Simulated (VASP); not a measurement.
**BeTe: single point with PBE**

The system is BeTe.

```
Be Te
1.0
     0.00000    2.82862    2.82862
     2.82862    0.00000    2.82862
     2.82862    2.82862    0.00000
Be Te
1 1
Direct
  0.00000 0.00000 0.00000
  0.25000 0.25000 0.25000
```

- Program: VASP 6.6.1
- Task: single point
- Functional: PBE
- Potentials or basis: VASP PAW PBE potentials, release 64 (Be, Te)
- Cutoff: 600 eV
- k mesh: 6 × 6 × 6
- Occupations: methfessel-paxton, width 0.2 eV
- Spin: no spin polarisation

```json
{"Pressure": "0.4 GPa", "Band gap on the k mesh": "2.01 eV, indirect (least direct gap 3.62 eV)"}
```

Levels at points of the mesh, in eV from the valence-band top:
| k point | band 1 | band 2 | band 3 | band 4 | band 5 | band 6 | band 7 | band 8 |
| --- | --- | --- | --- | --- | --- | --- | --- | --- |
| (0.00, 0.00, 0.00) | -12.21 | 0.00 | 0.00 | 0.00 | 3.62 | 3.62 | 3.62 | 3.72 |
| (0.50, 0.00, 0.00) | -10.90 | -5.46 | -1.11 | -1.11 | 3.04 | 4.59 | 4.59 | 7.82 |
| (0.50, 0.50, 0.00) | -10.42 | -5.04 | -2.60 | -2.60 | 2.01 | 2.68 | 9.62 | 9.62 |

Wall time 6.7 s on 1 thread of AMD EPYC 9R45 96-Core Processor (Zen 5), on a shared host, peak memory 0.15 GiB.

Caveat: spin-orbit coupling is left out, which moves the levels of the heavy elements. A k mesh can miss the band edges.
